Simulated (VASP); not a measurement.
ZnBi3: single point with PBEsol

ZnBi3:

```xyz
4
Lattice="4.7720 0.0000 0.0000 0.0000 4.7720 0.0000 0.0000 0.0000 4.7720" Properties=species:S:1:pos:R:3 pbc="T T T"
Zn    0.0000    0.0000    0.0000
Bi    0.0000    2.3860    2.3860
Bi    2.3860    0.0000    2.3860
Bi    2.3860    2.3860    0.0000
```

This cell differs from its parent crystal: strained.

```
Program             : VASP 6.6.1
Task                : single point
Functional          : PBEsol
Potentials or basis : VASP PAW PBE potentials, release 64 (Zn, Bi_d)
Cutoff              : 520 eV
k mesh              : 10 × 10 × 10
Occupations         : gaussian, width 0.1 eV
Spin                : no spin polarisation
```

```json
{
  "Pressure": "0.5 GPa",
  "Band gap on the k mesh": "zero (an odd number of electrons rules out a gap without spin polarisation)"
}
```

Levels at points of the mesh, in eV from the Fermi level:
```csv
k point,band 25,band 26,band 27,band 28,band 29,band 30,band 31,band 32
"(0.00, 0.00, 0.00)",-4.12,-4.12,-2.34,1.02,1.02,1.02,2.38,2.38
"(0.50, 0.00, 0.00)",-2.69,-2.69,-1.47,-1.47,-0.59,-0.52,2.79,2.85
"(0.50, 0.50, 0.00)",-2.74,-1.33,-1.33,-0.98,-0.61,-0.61,0.47,2.22
"(0.50, 0.50, 0.50)",-4.69,-4.69,-4.69,-3.14,4.26,4.26,4.68,4.68
```

It took 5 min on 1 thread of Intel Xeon 8259CL (shared host), peak memory 0.33 GiB.

Caveat: the cell differs from its parent crystal (strained); the PAW data sets were made with another functional, which shifts forces and pressure a little; spin-orbit coupling is left out, which moves the levels of the heavy elements.
